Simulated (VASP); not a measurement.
Wanted: the native input for a VASP 6.6.1 run.

| Quantity | Value |
| --- | --- |
| Task | electric field gradients |
| Functional | PBEsol |
| Potentials or basis | VASP PAW PBE potentials, release 64 (Ta_pv, Ru_pv) |
| Cutoff | 520 eV |
| k mesh | 12 × 12 × 11 |
| Occupations | fermi-dirac, width 0.05 eV |
| Spin | no spin polarisation |
| Dipole correction | no |
| Further INCAR settings | ALGO = Normal; EDIFF = 1e-08; NBANDS = 20 |

The structure of TaRu lies in POSCAR:

```
TaRu
1.0
    2.8935856041      0.0000000000      0.0000000000
    0.0000000000      2.8935856041      0.0000000000
    0.0000000000      0.0000000000      3.2011181693
Ta Ru
1 1
Direct
    0.5000000000      0.5000000000      0.5000000000
    0.0000000000      0.0000000000      0.0000000000
```

This cell differs from its parent crystal: volume scaled by 0.85.

These files were run (other wordings do the same):

INCAR

```
SYSTEM = TaRu
PREC = Accurate
ENCUT = 520
EDIFF = 1E-8
ISMEAR = -1
SIGMA = 0.05
LREAL = .FALSE.
LASPH = .TRUE.
NELM = 60
ALGO = Normal
ISIF = 2
LWAVE = .FALSE.
LCHARG = .FALSE.
GGA = PS
LEFG = .TRUE.
NBANDS = 20
```

KPOINTS

```
Automatic mesh
0
G
  12 12 11
  0 0 0
```

Potentials or basis: VASP PAW PBE potentials, release 64 (Ta_pv, Ru_pv).

Run with:

```bash
$ cat potpaw_PBE.64/Ta_pv/POTCAR potpaw_PBE.64/Ru_pv/POTCAR > POTCAR
$ mpirun -np 1 vasp_std > vasp.out
```

Results of the run:

```
Pressure : 54.2 GPa
```

Caveat: without QUAD_EFG the Cq values of the log hold for a quadrupole moment of 1 mb, not for the nuclei; the PAW data sets were made with another functional, which shifts forces and pressure a little.

Wall time 26 s on 1 thread of Intel(R) Xeon(R) 6975P-C (Granite Rapids), with other jobs on the host, peak memory 0.21 GiB.
